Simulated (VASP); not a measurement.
# Sn3C5 (Im-3m) in VASP: a series of runs, part 2 of 3

VASP 6.6.1.

## (4) Single point, PBE

This run uses another cell than the first one, of 12.86 Å³/atom, 0.987 times its volume.

File INCAR:

```
PREC = Accurate ; ENCUT = 520
EDIFF = 1E-6 ; ISMEAR = 0
SIGMA = 0.1 ; LREAL = False
LASPH = True ; NELM = 100
ALGO = Normal ; ISIF = 2
LWAVE = False ; LCHARG = False
GGA = PE ; NBANDS = 41
```

File KPOINTS:

```
regular mesh
0
Gamma
  4 4 4
```

File POSCAR:

```
Sn3C5
1.0
   -2.9520009746      2.9520009746      2.9520009746
    2.9520009746     -2.9520009746      2.9520009746
    2.9520009746      2.9520009746     -2.9520009746
Sn C
3 5
Direct
    0.0000000000      0.5000000000      0.5000000000
    0.5000000000      0.5000000000      0.0000000000
    0.5000000000      0.0000000000      0.5000000000
    0.0000000000      0.0000000000      0.0000000000
    0.0000000000      0.0000000000      0.5000000000
    0.0000000000      0.5000000000      0.0000000000
    0.5000000000      0.0000000000      0.0000000000
    0.5000000000      0.5000000000      0.5000000000
```

Potentials or basis: VASP PAW PBE potentials, release 64 (Sn_d, C).

Command:

```console
> cat potpaw_PBE.64/Sn_d/POTCAR potpaw_PBE.64/C/POTCAR > POTCAR
> mpirun -np 1 vasp_std > vasp.out
```

OUTCAR:

```text
PREC = Accurate
   ENCUT = 520
   EDIFF = 1E-6
   ISMEAR = 0
   LREAL = False
   LASPH = True
   NELM = 100
   ISIF = 2
   GGA = PE

 ion  position               nearest neighbor table
   1  0.000  0.500  0.500-   5 2.56   6 2.56   7 2.56   8 2.56   6 2.56   5 2.56   8 2.56   7 2.56
                             2 2.95   2 2.95   3 2.95   3 2.95
   2  0.500  0.500  0.000-   5 2.56   6 2.56   7 2.56   8 2.56   8 2.56   7 2.56   6 2.56   5 2.56
                             3 2.95   1 2.95   1 2.95   3 2.95
   3  0.500  0.000  0.500-   5 2.56   6 2.56   7 2.56   8 2.56   7 2.56   8 2.56   5 2.56   6 2.56
                             2 2.95   1 2.95   1 2.95   2 2.95
   4  0.000  0.000  0.000-
   5  0.000  0.000  0.500-   1 2.56   2 2.56   3 2.56   1 2.56   3 2.56   2 2.56
   6  0.000  0.500  0.000-   1 2.56   2 2.56   3 2.56   1 2.56   2 2.56   3 2.56
   7  0.500  0.000  0.000-   1 2.56   2 2.56   3 2.56   3 2.56   2 2.56   1 2.56
   8  0.500  0.500  0.500-   1 2.56   2 2.56   3 2.56   2 2.56   3 2.56   1 2.56

  LATTYP: Found a body centered cubic cell.
 ALAT       =     5.9040019492

  Lattice vectors:

[... 180 lines left out ...]

 k-point     1 :       0.0000    0.0000    0.0000
  band No.  band energies     occupation
      1     -12.9777      2.00000
      2     -12.9777      2.00000
      3     -12.8404      2.00000
      4     -12.8404      2.00000
      5     -12.8404      2.00000
      6     -12.7345      2.00000
[... 341 lines left out ...]
     40      13.5201      0.00000
     41      13.5201      0.00000

------------------------ aborting loop because EDIFF is reached ----------------------------------------

  FORCE on cell =-STRESS in cart. coord.  units (eV):
  Direction    XX          YY          ZZ          XY          YZ          ZX
  --------------------------------------------------------------------------------------
  -------------------------------------------------------------------------------------
  Total       -0.0959001     -0.0959001     -0.0959001      0.0000000      0.0000000      0.0000000
  in kB       -1.4932070     -1.4932070     -1.4932070      0.0000000      0.0000000      0.0000000
  external PRESSURE =      -1.4932070 kB  Pullay stress =       0.0000000 kB

 VOLUME and BASIS-vectors are now :
 -----------------------------------------------------------------------------
  energy-cutoff  :      520.00
  volume of cell :      102.90
      direct lattice vectors                 reciprocal lattice vectors
    -2.952000975  2.952000975  2.952000975     0.000000000  0.169376638  0.169376638
     2.952000975 -2.952000975  2.952000975     0.169376638  0.000000000  0.169376638
     2.952000975  2.952000975 -2.952000975     0.169376638  0.169376638  0.000000000

 POSITION                                       TOTAL-FORCE (eV/Angst)
 -----------------------------------------------------------------------------------
      2.95200      0.00000      0.00000        -0.000000      0.000000      0.000000
      0.00000      0.00000      2.95200        -0.000000      0.000000     -0.000000
      0.00000      2.95200      0.00000         0.000000     -0.000000      0.000000
      0.00000      0.00000      0.00000        -0.000000      0.000000     -0.000000
      1.47600      1.47600     -1.47600        -0.000000      0.000000     -0.000000
      1.47600     -1.47600      1.47600        -0.000000      0.000000     -0.000000
     -1.47600      1.47600      1.47600        -0.000000      0.000000     -0.000000
      1.47600      1.47600      1.47600        -0.000000      0.000000     -0.000000
 -----------------------------------------------------------------------------------
    total drift:                               -0.000000     -0.000000      0.000000

  FREE ENERGIE OF THE ION-ELECTRON SYSTEM (eV)
  ---------------------------------------------------
  free  energy   TOTEN  =       -35.6223834662 eV

  energy  without entropy=      -35.6020609592  energy(sigma->0) =      -35.61222221
```

It took 20 s on 1 thread of Intel Xeon 6975P-C (Granite Rapids), shared host; peak memory 0.23 GiB.

What came out:

- Free energy: -35.6224 eV
- Pressure: -0.1 GPa
- Band gap on the k mesh: zero (band 31 reaches 9.90 eV, above the bottom of band 32 at 8.00 eV)

Levels at points of the mesh, in eV from the Fermi level:
```csv
k point,band 27,band 28,band 29,band 30,band 31,band 32,band 33,band 34,band 35,band 36
"(0.00, 0.00, 0.00)",-4.55,-4.55,-1.41,-0.86,-0.86,-0.86,1.31,1.31,2.16,3.62
"(0.50, 0.00, 0.00)",-2.50,-1.31,-0.93,-0.63,0.23,0.40,0.54,0.74,2.41,2.63
"(0.50, 0.50, 0.50)",-0.87,-0.87,-0.87,1.05,1.05,1.05,1.45,1.45,1.45,2.01
```

Caveat: the k points lie up to 0.38 Å⁻¹ apart; spin-orbit coupling is left out, which moves the levels of the heavy elements.

## (5) Relaxation of cell and atoms, PBE

This run uses another cell than the first one, of 17.92 Å³/atom, 1.375 times its volume.

File INCAR:

```
SYSTEM = Sn3C5
PREC = Accurate ; ENCUT = 600
EDIFF = 1E-7 ; ISMEAR = 0
SIGMA = 0.1 ; LREAL = .False.
LASPH = .True. ; NELM = 100
ALGO = Normal ; ISIF = 3
LWAVE = .False. ; LCHARG = .False.
GGA = PE ; IBRION = 2
NSW = 90 ; EDIFFG = -0.04
```

File KPOINTS:

```
Automatic mesh
0
Gamma
  4 4 4
  0 0 0
```

Edit POSCAR of step 4 so:

```diff
@@ -2,5 +2,5 @@
 1.0
-   -2.9520009746      2.9520009746      2.9520009746
-    2.9520009746     -2.9520009746      2.9520009746
-    2.9520009746      2.9520009746     -2.9520009746
+   -3.2968335000      3.2968335000      3.2968335000
+    3.2968335000     -3.2968335000      3.2968335000
+    3.2968335000      3.2968335000     -3.2968335000
 Sn C
```

Potentials or basis: VASP PAW PBE potentials, release 64 (Sn_d, C).

Command:

```console
> cat potpaw_PBE.64/Sn_d/POTCAR potpaw_PBE.64/C/POTCAR > POTCAR
> mpirun -np 1 vasp_std > vasp.out
```

OUTCAR:

```text
SYSTEM = Sn3C5
   PREC = Accurate
   ENCUT = 600
   EDIFF = 1E-7
   ISMEAR = 0
   LREAL = .False.
   LASPH = .True.
   NELM = 100
   ISIF = 3
   GGA = PE
   IBRION = 2
   NSW = 90
   EDIFFG = -0.04

 ion  position               nearest neighbor table
   1  0.000  0.500  0.500-   5 2.86   6 2.86   7 2.86   8 2.86   6 2.86   5 2.86   8 2.86   7 2.86
                             2 3.30   2 3.30   3 3.30   3 3.30
   2  0.500  0.500  0.000-   5 2.86   6 2.86   7 2.86   8 2.86   8 2.86   7 2.86   6 2.86   5 2.86
                             3 3.30   1 3.30   1 3.30   3 3.30
   3  0.500  0.000  0.500-   5 2.86   6 2.86   7 2.86   8 2.86   7 2.86   8 2.86   5 2.86   6 2.86
                             2 3.30   1 3.30   1 3.30   2 3.30
   4  0.000  0.000  0.000-
   5  0.000  0.000  0.500-   1 2.86   2 2.86   3 2.86   1 2.86   3 2.86   2 2.86
   6  0.000  0.500  0.000-   1 2.86   2 2.86   3 2.86   1 2.86   2 2.86   3 2.86
   7  0.500  0.000  0.000-   1 2.86   2 2.86   3 2.86   3 2.86   2 2.86   1 2.86
   8  0.500  0.500  0.500-   1 2.86   2 2.86   3 2.86   2 2.86   3 2.86   1 2.86

  LATTYP: Found a body centered cubic cell.
 ALAT       =     6.5936670000

  Lattice vectors:

 A1 = (  -3.2968335000,   3.2968335000,   3.2968335000)
 A2 = (   3.2968335000,  -3.2968335000,   3.2968335000)
 A3 = (   3.2968335000,   3.2968335000,  -3.2968335000)

Analysis of symmetry for initial positions (statically):
=====================================================================
 Subroutine PRICEL returns:
 Original cell was already a primitive cell.

 Routine SETGRP: Setting up the symmetry group for a
 body centered cubic supercell.

 Subroutine GETGRP returns: Found 48 space group operations
 (whereof 48 operations were pure point group operations)
 out of a pool of 48 trial point group operations.

The static configuration has the point symmetry O_h .

Analysis of symmetry for dynamics (positions and initial velocities):
=====================================================================
 Subroutine PRICEL returns:
 Original cell was already a primitive cell.

 Routine SETGRP: Setting up the symmetry group for a
 body centered cubic supercell.

[... 112 lines left out ...]
   EMIN   =  10.00;   EMAX   =-10.00  energy-range for DOS
   EFERMI =   0.00;   METHOD = LEGACY
   ISMEAR =     0;   SIGMA  =   0.10  broadening in eV -4-tet -1-fermi 0-gaus
   EFERMI_NEDOS =   21; number of points for ismear=-14 and -15
   IALGO  =     38    algorithm
   IMIX   =      4    mixing-type and parameters
     AMIX     =   0.40;   BMIX     =  1.00
     AMIX_MAG =   1.60;   BMIX_MAG =  1.00
  volume/ion in A,a.u.               =      17.92       120.91
  Fermi-wavevector in a.u.,A,eV,Ry     =   1.238098  2.339666 20.856192  1.532887
  Thomas-Fermi vector in A             =   2.372638
   LORBIT       =      0    0 simple, 1 ext, 2 COOP (PROOUT), +10 PAW based schemes
   GGA     = PE    functional components
   LHFCALC =     F    Hartree Fock is set to
   AEXX    =    0.0000 exact exchange contribution
   IVDW    =     0    specifies the selected vdW correction
   LEPSILON=     F    determine dielectric tensor
   LRPA    =     F    only Hartree local field effects (RPA)
 conjugate gradient relaxation of ions
 non-spin polarized calculation
 Gauss-broadening in eV      SIGMA  =   0.10
  energy-cutoff  :      600.00
  volume of cell :      143.33
 maximum number of plane-waves:      4874
 NGX is ok and might be reduce to    48
   NGX = 23   NGY = 23   NGZ = 23

--------------------------------------- Ionic step        1  -------------------------------------------

 number of electron      62.0000006 magnetization

 Free energy of the ion-electron system (eV)
  ---------------------------------------------------
  ext. energy  EPLUGINS =         0.00000000
  ---------------------------------------------------
  free energy    TOTEN  =       -32.74258010 eV

  energy without entropy =      -32.68502432  energy(sigma->0) =      -32.71380221

------------------------ aborting loop because EDIFF is reached ----------------------------------------

  FORCE on cell =-STRESS in cart. coord.  units (eV):
  Direction    XX          YY          ZZ          XY          YZ          ZX
  --------------------------------------------------------------------------------------
  -------------------------------------------------------------------------------------
  Total      -14.4014705    -14.4014705    -14.4014705      0.0000000     -0.0000000      0.0000000
  in kB     -160.9779478   -160.9779478   -160.9779478      0.0000000     -0.0000000      0.0000000
  external PRESSURE =    -160.9779478 kB  Pullay stress =       0.0000000 kB
[... 71 lines left out ...]
--------------------------------------- Ionic step        3  -------------------------------------------

 number of electron      62.0000008 magnetization

 Free energy of the ion-electron system (eV)
  ---------------------------------------------------
  ext. energy  EPLUGINS =         0.00000000
  ---------------------------------------------------
  free energy    TOTEN  =       -35.64695290 eV

  energy without entropy =      -35.62664424  energy(sigma->0) =      -35.63679857

 E-fermi :   8.8814     XC(G=0): -11.8545

 val. band max:        8.7913542804   @ k =   0.2500   0.2500   0.0000
 cond. band min:       9.1078948533   @ k =   0.5000   0.0000   0.0000
 fundamental gap:      0.3165405729
 Fermi energy:         8.8814468216

 k-point     1 :       0.0000    0.0000    0.0000
  band No.  band energies     occupation
      1     -12.9507      2.00000
      2     -12.9507      2.00000
      3     -12.8130      2.00000
      4     -12.8130      2.00000
      5     -12.8130      2.00000
      6     -12.7061      2.00000
[... 344 lines left out ...]
  FREE ENERGIE OF THE ION-ELECTRON SYSTEM (eV)
  ---------------------------------------------------
  free  energy   TOTEN  =       -35.6469528955 eV

  energy  without entropy=      -35.6266442373  energy(sigma->0) =      -35.63679857

 reached required accuracy - stopping structural energy minimisation
```

OSZICAR:

```text
N       E                     dE             d eps       ncg     rms          rms(c)
DAV:   1     0.654639163169E+03    0.65464E+03   -0.32457E+04   615   0.246E+03
DAV:   2     0.721632175847E+02   -0.58248E+03   -0.57115E+03   592   0.647E+02
DAV:   3    -0.238100381442E+02   -0.95973E+02   -0.92150E+02   679   0.207E+02
[... 38 lines left out ...]
DAV:   7    -0.356469621335E+02    0.16761E-04   -0.29380E-04   833   0.109E-01    0.248E-02
DAV:   8    -0.356469594025E+02    0.27310E-05   -0.38327E-05   780   0.506E-02    0.938E-03
DAV:   9    -0.356469531780E+02    0.62245E-05   -0.10223E-05   823   0.169E-02    0.280E-03
DAV:  10    -0.356469528265E+02    0.35150E-06   -0.67476E-07   660   0.419E-03    0.147E-03
DAV:  11    -0.356469528955E+02   -0.69020E-07   -0.47709E-08   386   0.194E-03
   3 F= -.35646953E+02 E0= -.35636799E+02  d E =-.290437E+01
```

Run time: 92 s. Hardware: 1 thread of Intel Xeon 6975P-C (Granite Rapids), shared host; peak memory 0.35 GiB.

Results:

```yaml
Free_energy: -35.6470 eV
Relaxed_volume: 12.83 Å³/atom
Relaxed_cell: a = 5.109 Å, b = 5.109 Å, c = 5.109 Å, α = 109.47°, β = 109.47°, γ = 109.47°
Space_group_after_relaxing_to_0.05_Å: Im-3m (No. 229)
Energy_gained_by_relaxing: 363.0 meV/atom
Ionic_steps: 3
Pressure_after_relaxing: 0.1 GPa
Band_gap_on_the_k_mesh: zero (band 31 reaches 9.93 eV, above the bottom of band 32 at 8.02 eV)
```

Step by step:
| step | energy change (eV) | largest force (eV/Å) | pressure (GPa) | volume (Å³) |
| --- | --- | --- | --- | --- |
| 1 | 0.0000 | 0.0000 | -16.10 | 143.33 |
| 2 | -2.7719 | 0.0000 | -6.19 | 109.14 |
| 3 | -2.9044 | 0.0000 | 0.10 | 102.66 |

Final structure:
```cif
data_structure
_symmetry_space_group_name_H-M 'P 1'
_symmetry_Int_Tables_number 1
_cell_length_a 5.1090
_cell_length_b 5.1090
_cell_length_c 5.1090
_cell_angle_alpha 109.471
_cell_angle_beta 109.471
_cell_angle_gamma 109.471
_cell_volume 102.66
loop_
_atom_site_label
_atom_site_type_symbol
_atom_site_fract_x
_atom_site_fract_y
_atom_site_fract_z
_atom_site_occupancy
Sn1 Sn 0.00000 0.50000 0.50000 1
Sn2 Sn 0.50000 0.50000 0.00000 1
Sn3 Sn 0.50000 0.00000 0.50000 1
C1 C 0.00000 0.00000 0.00000 1
C2 C 0.00000 0.00000 0.50000 1
C3 C 0.00000 0.50000 0.00000 1
C4 C 0.50000 0.00000 0.00000 1
C5 C 0.50000 0.50000 0.50000 1
```

Caveat: the volume moved by over 15 % at a fixed basis, so the end points are rough; spin-orbit coupling is left out, which moves the levels of the heavy elements.

(Part 2 of 3 ends here.)
